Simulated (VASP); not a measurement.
Set up this calculation in VASP 6.6.1, as the native input.

```yaml
Task: single point
Functional: PBE
Potentials_or_basis: VASP PAW PBE potentials, release 64 (B, P, H)
Cutoff: 520 eV
k_mesh: 1 × 1 × 17
Occupations: gaussian, width 0.05 eV
Spin: collinear spin
Starting_moments: "[1.0, 0.0, 0.0, 0.0, 1.0, 1.0, 0.0, 0.0, 0.0, 1.0, 0.0, 0.0] μB"
Dipole_correction: no
Further_INCAR_settings: ALGO = Normal; EDIFF = 1e-06; NBANDS = 37
```

The structure of B5P5H2 lies in POSCAR:

```
B5P5H2
1.0
   23.7000000000      0.0000000000      0.0000000000
    0.0000000000      9.3000000000      0.0000000000
    0.0000000000      0.0000000000      3.2194799464
B P H
5 5 2
Direct
    0.2888220553      0.5000000000      0.5000000000
    0.4063493711      0.5000000000      1.0000000000
    0.5238042638      0.5000000000      0.5000000000
    0.6413803514      0.5000000000      1.0000000000
    0.7589318460      0.5000000000      0.5000000000
    0.2522573428      0.5000000000      0.0000000000
    0.3675946689      0.5000000000      0.5000000000
    0.4847916724      0.5000000000      0.0000000000
    0.6022591513      0.5000000000      0.5000000000
    0.7201756358      0.5000000000      0.0000000000
    0.8093739381      0.5000000000      0.5000000000
    0.1927829099      0.5000000000      1.0000000000
```

One way to write it, as run:

INCAR

```
SYSTEM = B5P5H2
  PREC = Accurate
  ENCUT = 520
  EDIFF = 1E-6
  ISMEAR = 0
  SIGMA = 0.05
  LREAL = .FALSE.
  LASPH = .TRUE.
  NELM = 150
  ALGO = Normal
  ISIF = 2
  LWAVE = .FALSE.
  LCHARG = .FALSE.
  ISPIN = 2
  MAGMOM = 1 0 0 0 1 1 0 0 0 1 0 0
  LORBIT = 11
  GGA = PE
  NBANDS = 37
```

KPOINTS

```
regular mesh
0
G
  1 1 17
  0 0 0
```

Potentials or basis: VASP PAW PBE potentials, release 64 (B, P, H).

The run is started by

```bash
$ cat potpaw_PBE.64/B/POTCAR potpaw_PBE.64/P/POTCAR potpaw_PBE.64/H/POTCAR > POTCAR
$ mpirun -np 1 vasp_std > vasp.out
```

It gave:

The largest force is 0.033 eV/Å and the band gap on the k mesh is 1.24 eV (least direct gap 1.27 eV). The net moment is 0.00 μB per cell. The valence electrons inside the program's atomic spheres are B 1.96, 1.94, 1.93 (each value once); P 2.63, 2.61, 2.62 (each value once); H 0.63, 0.59.

It took 14 min on 1 thread of Intel(R) Xeon(R) Platinum 8488C (Sapphire Rapids), on a shared host, peak memory 1.1 GiB.
